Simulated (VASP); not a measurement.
# BP4 (P6/mmm) in VASP: further runs

BP4 is run at these levels: PBE; tasks: relaxation of cell and atoms.

Program: VASP 6.6.1. These are calculated values, not measurements. Logs are shortened: lines on timing, memory, paths and dates and some standing lists are left out, and cuts for length are marked.

**1. The cell of the first run**

It takes space group P6/mmm (No. 191, hexagonal). Conventional cell: a = 4.957 Å, b = 4.957 Å, c = 3.723 Å, α = 90.00°, β = 90.00°, γ = 120.00°. Within 2.5 Å of B (site symmetry 6/mmm) lie 8 P at 1.86 to 2.48 Å. P (site symmetry mmm) has 8 P at 2.48 to 3.10 Å and 2 B at 2.48 Å within 3.3 Å. P (site symmetry 6/mmm) has 2 B at 1.86 Å within 2.5 Å.

The cell was generated, and may not be a known phase.

**2. Relaxation of cell and atoms, PBE**

INCAR reads:

```
PREC     = Accurate       # precision mode
ENCUT    = 600            # plane-wave cutoff, eV
EDIFF    = 1E-6           # SCF threshold, eV
ISMEAR   = 0              # smearing method
SIGMA    = 0.1            # smearing width, eV
LREAL    = False          # projectors in reciprocal space
LASPH    = True           # aspherical terms in the spheres
NELM     = 60             # most SCF steps
ALGO     = Normal         # electronic algorithm
ISIF     = 3              # what is computed and relaxed
LWAVE    = False          # write WAVECAR
LCHARG   = False          # write CHGCAR
GGA      = PE             # functional
IBRION   = 2              # ionic algorithm
NSW      = 90             # ionic steps
EDIFFG   = -0.04          # ionic threshold
```

KPOINTS reads:

```
Automatic mesh
0
Gamma
  6 6 6
```

POSCAR reads:

```
BP4
1.0
    4.9572556413      0.0000000000      0.0000000000
   -2.4786278206      4.2931093184      0.0000000000
    0.0000000000      0.0000000000      3.7232539030
B P
1 4
Direct
    0.0000000000      0.0000000000      0.5000000000
    0.5000000000      0.0000000000      0.5000000000
    0.0000000000      0.5000000000      0.5000000000
    0.5000000000      0.5000000000      0.5000000000
    0.0000000000      0.0000000000      0.0000000000
```

Potentials or basis: VASP PAW PBE potentials, release 64 (B, P).

On the command line:

```console
$ cat potpaw_PBE.64/B/POTCAR potpaw_PBE.64/P/POTCAR > POTCAR
$ mpirun -np 1 vasp_std > vasp.out
```

OUTCAR:

```text
PREC = Accurate
   ENCUT = 600
   EDIFF = 1E-6
   ISMEAR = 0
   LREAL = False
   LASPH = True
   NELM = 60
   ISIF = 3
   GGA = PE
   IBRION = 2
   NSW = 90
   EDIFFG = -0.04

 ion  position               nearest neighbor table
   1  0.000  0.000  0.500-   5 1.86   5 1.86   3 2.48   3 2.48   2 2.48   2 2.48   4 2.48   4 2.48

   2  0.500  0.000  0.500-   4 2.48   4 2.48   1 2.48   1 2.48   3 2.48   3 2.48
   3  0.000  0.500  0.500-   1 2.48   1 2.48   4 2.48   4 2.48   2 2.48   2 2.48
   4  0.500  0.500  0.500-   2 2.48   2 2.48   3 2.48   3 2.48   1 2.48   1 2.48
   5  0.000  0.000  0.000-   1 1.86   1 1.86

  LATTYP: Found a hexagonal cell.
 ALAT       =     4.9572556413
 C/A-ratio  =     0.7510715953

  Lattice vectors:

 A1 = (   4.9572556413,   0.0000000000,   0.0000000000)
 A2 = (  -2.4786278206,   4.2931093184,   0.0000000000)
 A3 = (   0.0000000000,   0.0000000000,   3.7232539030)

Analysis of symmetry for initial positions (statically):
=====================================================================
 Subroutine PRICEL returns:
 Original cell was already a primitive cell.

 Routine SETGRP: Setting up the symmetry group for a
 hexagonal supercell.

 Subroutine GETGRP returns: Found 24 space group operations
 (whereof 24 operations were pure point group operations)
 out of a pool of 24 trial point group operations.

The static configuration has the point symmetry D_6h.

Analysis of symmetry for dynamics (positions and initial velocities):
=====================================================================
 Subroutine PRICEL returns:
 Original cell was already a primitive cell.

 Routine SETGRP: Setting up the symmetry group for a
 hexagonal supercell.

 Subroutine GETGRP returns: Found 24 space group operations
 (whereof 24 operations were pure point group operations)
 out of a pool of 24 trial point group operations.

The dynamic configuration has the point symmetry D_6h.

 Subroutine INISYM returns: Found 24 space group operations
 (whereof 24 operations are pure point group operations),
 and found     1 'primitive' translations

----------------------------------------------------------------------------------------

                                     Primitive cell

  volume of cell :      79.2384

[... 114 lines left out ...]
     AMIX_MAG =   1.60;   BMIX_MAG =  1.00
  volume/ion in A,a.u.               =      15.85       106.95
  Fermi-wavevector in a.u.,A,eV,Ry     =   1.083941  2.048351 15.985854  1.174927
  Thomas-Fermi vector in A             =   2.220019
   LORBIT       =      0    0 simple, 1 ext, 2 COOP (PROOUT), +10 PAW based schemes
   GGA     = PE    functional components
   LHFCALC =     F    Hartree Fock is set to
   AEXX    =    0.0000 exact exchange contribution
   IVDW    =     0    specifies the selected vdW correction
   LEPSILON=     F    determine dielectric tensor
   LRPA    =     F    only Hartree local field effects (RPA)
 conjugate gradient relaxation of ions
 non-spin polarized calculation
 Gauss-broadening in eV      SIGMA  =   0.10
  energy-cutoff  :      600.00
  volume of cell :       79.24
 maximum number of plane-waves:      2667
 NGX is ok and might be reduce to    40
   NGX = 19   NGY = 19   NGZ = 15

--------------------------------------- Ionic step        1  -------------------------------------------

 number of electron      23.0000003 magnetization

 Free energy of the ion-electron system (eV)
  ---------------------------------------------------
  ext. energy  EPLUGINS =         0.00000000
  ---------------------------------------------------
  free energy    TOTEN  =       -22.77727680 eV

  energy without entropy =      -22.76009871  energy(sigma->0) =      -22.76868775

------------------------ aborting loop because EDIFF is reached ----------------------------------------

  FORCE on cell =-STRESS in cart. coord.  units (eV):
  Direction    XX          YY          ZZ          XY          YZ          ZX
  --------------------------------------------------------------------------------------
  -------------------------------------------------------------------------------------
  Total       -0.5870040     -0.5870040      2.0670264     -0.0000000      0.0000000     -0.0000000
  in kB      -11.8690446    -11.8690446     41.7946502     -0.0000000      0.0000000     -0.0000000
  external PRESSURE =       6.0188537 kB  Pullay stress =       0.0000000 kB
[... 143 lines left out ...]
--------------------------------------- Ionic step        5  -------------------------------------------

 number of electron      22.9999998 magnetization

 Free energy of the ion-electron system (eV)
  ---------------------------------------------------
  ext. energy  EPLUGINS =         0.00000000
  ---------------------------------------------------
  free energy    TOTEN  =       -22.81600840 eV

  energy without entropy =      -22.79929425  energy(sigma->0) =      -22.80765132

 E-fermi :   6.7884     XC(G=0): -10.3727

 val. band max:        6.7716875963   @ k =   0.3333   0.0000   0.3333
 cond. band min:       6.8134303790   @ k =   0.3333   0.1667   0.5000
 fundamental gap:      0.0417427828
 Fermi energy:         6.7883818850

 k-point     1 :       0.0000    0.0000    0.0000
  band No.  band energies     occupation
      1      -8.7441      2.00000
      2      -3.6739      2.00000
      3      -1.2420      2.00000
      4      -1.2420      2.00000
      5      -0.6681      2.00000
      6      -0.4817      2.00000
      7      -0.4817      2.00000
      8       0.3002      2.00000
      9       4.4561      2.00000
     10       5.2171      2.00000
     11       7.8087      0.00000
     12       7.8087      0.00000
     13       8.3783      0.00000
     14       8.3783      0.00000
[... 401 lines left out ...]
      2      -4.7855      2.00000
      3      -4.5280      2.00000
      4      -2.0372      2.00000
      5      -2.0298      2.00000
      6       1.5861      2.00000
      7       2.5651      2.00000
      8       3.0885      2.00000
      9       3.8355      2.00000
     10       4.4946      2.00000
     11       5.1233      2.00000
     12       7.2613      0.00000
     13       7.7458      0.00000
     14       7.8684      0.00000
     15       8.1654      0.00000

 [... further k-points ...]

------------------------ aborting loop because EDIFF is reached ----------------------------------------

  FORCE on cell =-STRESS in cart. coord.  units (eV):
  Direction    XX          YY          ZZ          XY          YZ          ZX
  --------------------------------------------------------------------------------------
  -------------------------------------------------------------------------------------
  Total        0.0554201      0.0554201      0.0296402      0.0000000      0.0000000      0.0000000
  in kB        1.1134054      1.1134054      0.5954812      0.0000000      0.0000000      0.0000000
  external PRESSURE =       0.9407640 kB  Pullay stress =       0.0000000 kB
[... 20 lines left out ...]
  FREE ENERGIE OF THE ION-ELECTRON SYSTEM (eV)
  ---------------------------------------------------
  free  energy   TOTEN  =       -22.8160083982 eV

  energy  without entropy=      -22.7992942487  energy(sigma->0) =      -22.80765132

 reached required accuracy - stopping structural energy minimisation
```

OSZICAR:

```text
N       E                     dE             d eps       ncg     rms          rms(c)
DAV:   1     0.814162411889E+02    0.81416E+02   -0.10583E+04   840   0.143E+03
DAV:   2    -0.173536258838E+02   -0.98770E+02   -0.97534E+02  1078   0.207E+02
DAV:   3    -0.233777553433E+02   -0.60241E+01   -0.58185E+01  1170   0.475E+01
[... 40 lines left out ...]
DAV:   3    -0.228160461208E+02    0.24447E-03   -0.40348E-04   961   0.114E-01    0.441E-02
DAV:   4    -0.228160055589E+02    0.40562E-04   -0.10039E-04   959   0.600E-02    0.163E-02
DAV:   5    -0.228160069012E+02   -0.13423E-05   -0.57883E-06   981   0.163E-02    0.928E-03
DAV:   6    -0.228160079990E+02   -0.10978E-05   -0.63099E-07   462   0.531E-03    0.289E-03
DAV:   7    -0.228160083982E+02   -0.39923E-06   -0.16754E-07   427   0.301E-03
   5 F= -.22816008E+02 E0= -.22807651E+02  d E =-.453446E-03
```

CONTCAR:

```text
BP4
   1.00000000000000
     4.9038857112579786   -0.0000000000006181   -0.0000000000000000
    -2.4519428555800622    4.2468896031863492    0.0000000000000000
     0.0000000000000000   -0.0000000000000000    3.8292434195571232
  B               P
     1     4
Direct
     0.0000000000000000    0.0000000000000000    0.5000000000000000
     0.5000000000000000    0.0000000000000000    0.5000000000000000
     0.0000000000000000    0.5000000000000000    0.5000000000000000
     0.5000000000000000    0.5000000000000000    0.5000000000000000
     0.0000000000000000    0.0000000000000000    0.0000000000000000

  0.00000000E+00  0.00000000E+00  0.00000000E+00
  0.00000000E+00  0.00000000E+00  0.00000000E+00
  0.00000000E+00  0.00000000E+00  0.00000000E+00
  0.00000000E+00  0.00000000E+00  0.00000000E+00
  0.00000000E+00  0.00000000E+00  0.00000000E+00
```

Run time: 1.9 min. Hardware: 1 thread of Intel Xeon 8259CL, shared host; peak memory 0.22 GiB.

Results:

```yaml
Free_energy: -22.8160 eV
Relaxed_volume: 15.95 Å³/atom
Relaxed_cell: a = 4.904 Å, b = 4.904 Å, c = 3.829 Å, α = 90.00°, β = 90.00°, γ = 120.00°
Space_group_after_relaxing_to_0.1_Å: P6/mmm (No. 191)
Energy_gained_by_relaxing: 7.7 meV/atom
Ionic_steps: 5
Pressure_after_relaxing: 0.1 GPa
Band_gap_on_the_k_mesh: zero (an odd number of electrons rules out a gap without spin polarisation)
```

The path:
| step | energy change (eV) | largest force (eV/Å) | pressure (GPa) | volume (Å³) |
| --- | --- | --- | --- | --- |
| 1 | 0.0000 | 0.0000 | 0.60 | 79.24 |
| 2 | -0.0342 | 0.0000 | -0.11 | 79.91 |
| 3 | -0.0382 | 0.0000 | -0.34 | 80.17 |
| 4 | -0.0383 | 0.0000 | -0.37 | 80.21 |
| 5 | -0.0387 | 0.0000 | 0.09 | 79.75 |

Final structure:
```cif
data_structure
_symmetry_space_group_name_H-M 'P 1'
_symmetry_Int_Tables_number 1
_cell_length_a 4.9039
_cell_length_b 4.9039
_cell_length_c 3.8292
_cell_angle_alpha 90.000
_cell_angle_beta 90.000
_cell_angle_gamma 120.000
_cell_volume 79.75
loop_
_atom_site_label
_atom_site_type_symbol
_atom_site_fract_x
_atom_site_fract_y
_atom_site_fract_z
_atom_site_occupancy
B1 B 0.00000 0.00000 0.50000 1
P1 P 0.50000 0.00000 0.50000 1
P2 P 0.00000 0.50000 0.50000 1
P3 P 0.50000 0.50000 0.50000 1
P4 P 0.00000 0.00000 0.00000 1
```

**3. Relaxation of cell and atoms, PBE**

This run uses another cell than the first one, of 16.00 Å³/atom.

INCAR reads:

```
SYSTEM = BP4
PREC     = Accurate       ! precision mode
ENCUT    = 600            ! plane-wave cutoff, eV
EDIFF    = 1E-6           ! SCF threshold, eV
ISMEAR   = 0              ! smearing method
SIGMA    = 0.1            ! smearing width, eV
LREAL    = .False.        ! projectors in reciprocal space
LASPH    = .True.         ! aspherical terms in the spheres
NELM     = 100            ! most SCF steps
ALGO     = Normal         ! electronic algorithm
ISIF     = 3              ! what is computed and relaxed
LWAVE    = .False.        ! write WAVECAR
LCHARG   = .False.        ! write CHGCAR
GGA      = PE             ! functional
IBRION   = 2              ! ionic algorithm
NSW      = 100            ! ionic steps
EDIFFG   = -0.01          ! ionic threshold
```

KPOINTS reads:

```
regular mesh
0
Gamma
  12 12 10
  0 0 0
```

Edit POSCAR of step 2 so:

```diff
@@ -2,5 +2,5 @@
 1.0
-    4.9572556413      0.0000000000      0.0000000000
-   -2.4786278206      4.2931093184      0.0000000000
-    0.0000000000      0.0000000000      3.7232539030
+    4.9100657046      0.0000000000      0.0000000000
+   -2.4550328523      4.2522416345      0.0000000000
+    0.0000000000      0.0000000000      3.8310387689
 B P
```

Potentials or basis: VASP PAW PBE potentials, release 64 (B, P).

On the command line:

```console
$ cat potpaw_PBE.64/B/POTCAR potpaw_PBE.64/P/POTCAR > POTCAR
$ mpirun -np 1 vasp_std > vasp.out
```

OUTCAR:

```text
SYSTEM = BP4
   PREC = Accurate
   ENCUT = 600
   EDIFF = 1E-6
   ISMEAR = 0
   LREAL = .False.
   LASPH = .True.
   NELM = 100
   ISIF = 3
   GGA = PE
   IBRION = 2
   NSW = 100
   EDIFFG = -0.01

 ion  position               nearest neighbor table
   1  0.000  0.000  0.500-   5 1.92   5 1.92   2 2.46   2 2.46   4 2.46   3 2.46   3 2.46   4 2.46

   2  0.500  0.000  0.500-   1 2.46   1 2.46   4 2.46   4 2.46   3 2.46   3 2.46
   3  0.000  0.500  0.500-   4 2.46   4 2.46   1 2.46   1 2.46   2 2.46   2 2.46
   4  0.500  0.500  0.500-   3 2.46   3 2.46   1 2.46   2 2.46   2 2.46   1 2.46
   5  0.000  0.000  0.000-   1 1.92   1 1.92

  LATTYP: Found a hexagonal cell.
 ALAT       =     4.9100657046
 C/A-ratio  =     0.7802418541

  Lattice vectors:

 A1 = (   4.9100657046,   0.0000000000,   0.0000000000)
 A2 = (  -2.4550328523,   4.2522416345,   0.0000000000)
 A3 = (   0.0000000000,   0.0000000000,   3.8310387689)

Analysis of symmetry for initial positions (statically):
=====================================================================
 Subroutine PRICEL returns:
 Original cell was already a primitive cell.

 Routine SETGRP: Setting up the symmetry group for a
 hexagonal supercell.

 Subroutine GETGRP returns: Found 24 space group operations
 (whereof 24 operations were pure point group operations)
 out of a pool of 24 trial point group operations.

The static configuration has the point symmetry D_6h.

Analysis of symmetry for dynamics (positions and initial velocities):
=====================================================================
 Subroutine PRICEL returns:
 Original cell was already a primitive cell.

 Routine SETGRP: Setting up the symmetry group for a
 hexagonal supercell.

 Subroutine GETGRP returns: Found 24 space group operations
[... 195 lines left out ...]

--------------------------------------- Ionic step        2  -------------------------------------------

 number of electron      22.9999997 magnetization

 Free energy of the ion-electron system (eV)
  ---------------------------------------------------
  ext. energy  EPLUGINS =         0.00000000
  ---------------------------------------------------
  free energy    TOTEN  =       -22.79448140 eV

  energy without entropy =      -22.78022594  energy(sigma->0) =      -22.78735367

 E-fermi :   6.7647     XC(G=0): -10.3749

 val. band max:        6.7630619201   @ k =   0.3333   0.2500   0.1000
 cond. band min:       6.7652997883   @ k =   0.3333   0.3333   0.5000
 fundamental gap:      0.0022378682
 Fermi energy:         6.7647078821

 k-point     1 :       0.0000    0.0000    0.0000
  band No.  band energies     occupation
      1      -8.7244      2.00000
      2      -3.6851      2.00000
      3      -1.2202      2.00000
      4      -1.2202      2.00000
      5      -0.6330      2.00000
      6      -0.4624      2.00000
      7      -0.4624      2.00000
      8       0.2989      2.00000
      9       4.4912      2.00000
     10       5.2361      2.00000
     11       7.8094      0.00000
     12       7.8094      0.00000
     13       8.4050      0.00000
     14       8.4050      0.00000
[... 401 lines left out ...]
      2      -5.4891      2.00000
      3      -3.5053      2.00000
      4      -2.5066      2.00000
      5      -0.1549      2.00000
      6       1.6056      2.00000
      7       2.4608      2.00000
      8       4.1150      2.00000
      9       4.1578      2.00000
     10       5.2953      2.00000
     11       6.5699      1.99412
     12       6.5959      1.98306
     13       6.9037      0.04938
     14       7.6019      0.00000
     15       8.9013      0.00000

 [... further k-points ...]

------------------------ aborting loop because EDIFF is reached ----------------------------------------

  FORCE on cell =-STRESS in cart. coord.  units (eV):
  Direction    XX          YY          ZZ          XY          YZ          ZX
  --------------------------------------------------------------------------------------
  -------------------------------------------------------------------------------------
  Total        0.0459363      0.0459363     -0.0490165      0.0000000     -0.0000000      0.0000000
  in kB        0.9235594      0.9235594     -0.9854875      0.0000000     -0.0000000      0.0000000
  external PRESSURE =       0.2872104 kB  Pullay stress =       0.0000000 kB

 VOLUME and BASIS-vectors are now :
 -----------------------------------------------------------------------------
  energy-cutoff  :      600.00
  volume of cell :       79.69
      direct lattice vectors                 reciprocal lattice vectors
     4.906785873 -0.000000000  0.000000000     0.203799397  0.117663636 -0.000000000
    -2.453392936  4.249401217  0.000000000     0.000000000  0.235327273 -0.000000000
     0.000000000  0.000000000  3.821876538    -0.000000000 -0.000000000  0.261651571

 POSITION                                       TOTAL-FORCE (eV/Angst)
 -----------------------------------------------------------------------------------
      4.90679      0.00000      1.91094         0.000000      0.000000      0.000000
      2.45339      0.00000      1.91094         0.000000     -0.000000      0.000000
     -1.22670      2.12470      1.91094        -0.000000     -0.000000      0.000000
      1.22670      2.12470      1.91094         0.000000     -0.000000      0.000000
      4.90679     -0.00000      0.00000         0.000000      0.000000      0.000000
 -----------------------------------------------------------------------------------
    total drift:                                0.000000      0.000000     -0.000000

  FREE ENERGIE OF THE ION-ELECTRON SYSTEM (eV)
  ---------------------------------------------------
  free  energy   TOTEN  =       -22.7944814026 eV

  energy  without entropy=      -22.7802259435  energy(sigma->0) =      -22.78735367

 reached required accuracy - stopping structural energy minimisation
```

CONTCAR:

```text
BP4
   1.00000000000000
     4.9067858726856759   -0.0000000000000000    0.0000000000000000
    -2.4533929363428379    4.2494012167419211    0.0000000000000000
     0.0000000000000000    0.0000000000000000    3.8218765377132229
  B               P
     1     4
Direct
     1.0000000000000000    0.0000000000000000    0.5000000000000000
     0.5000000000000000    0.0000000000000000    0.5000000000000000
     0.0000000000000000    0.5000000000000000    0.5000000000000000
     0.5000000000000000    0.5000000000000000    0.5000000000000000
     1.0000000000000000    0.0000000000000000    0.0000000000000000

  0.00000000E+00  0.00000000E+00  0.00000000E+00
  0.00000000E+00  0.00000000E+00  0.00000000E+00
  0.00000000E+00  0.00000000E+00  0.00000000E+00
  0.00000000E+00  0.00000000E+00  0.00000000E+00
  0.00000000E+00  0.00000000E+00  0.00000000E+00
```

Run time: 3.2 min. Hardware: 1 thread of Intel Xeon 8259CL, shared host; peak memory 0.32 GiB.

What came out:

```yaml
Free_energy: -22.7945 eV
Relaxed_volume: 15.94 Å³/atom
Relaxed_cell: a = 4.907 Å, b = 4.907 Å, c = 3.822 Å, α = 90.00°, β = 90.00°, γ = 120.00°
Space_group_after_relaxing_to_0.1_Å: P6/mmm (No. 191)
Energy_gained_by_relaxing: 0.1 meV/atom
Ionic_steps: 2
Pressure_after_relaxing: 0.0 GPa
Band_gap_on_the_k_mesh: zero (an odd number of electrons rules out a gap without spin polarisation)
```

The path:
| step | energy change (eV) | largest force (eV/Å) | pressure (GPa) | volume (Å³) |
| --- | --- | --- | --- | --- |
| 1 | 0.0000 | 0.0000 | -0.26 | 79.99 |
| 2 | -0.0004 | 0.0000 | 0.03 | 79.69 |

Final structure:
```cif
data_structure
_symmetry_space_group_name_H-M 'P 1'
_symmetry_Int_Tables_number 1
_cell_length_a 4.9068
_cell_length_b 4.9068
_cell_length_c 3.8219
_cell_angle_alpha 90.000
_cell_angle_beta 90.000
_cell_angle_gamma 120.000
_cell_volume 79.69
loop_
_atom_site_label
_atom_site_type_symbol
_atom_site_fract_x
_atom_site_fract_y
_atom_site_fract_z
_atom_site_occupancy
B1 B 0.00000 0.00000 0.50000 1
P1 P 0.50000 0.00000 0.50000 1
P2 P 0.00000 0.50000 0.50000 1
P3 P 0.50000 0.50000 0.50000 1
P4 P 0.00000 0.00000 0.00000 1
```

The gap in the log of VASP goes by the Fermi energy; the results here count the filled bands.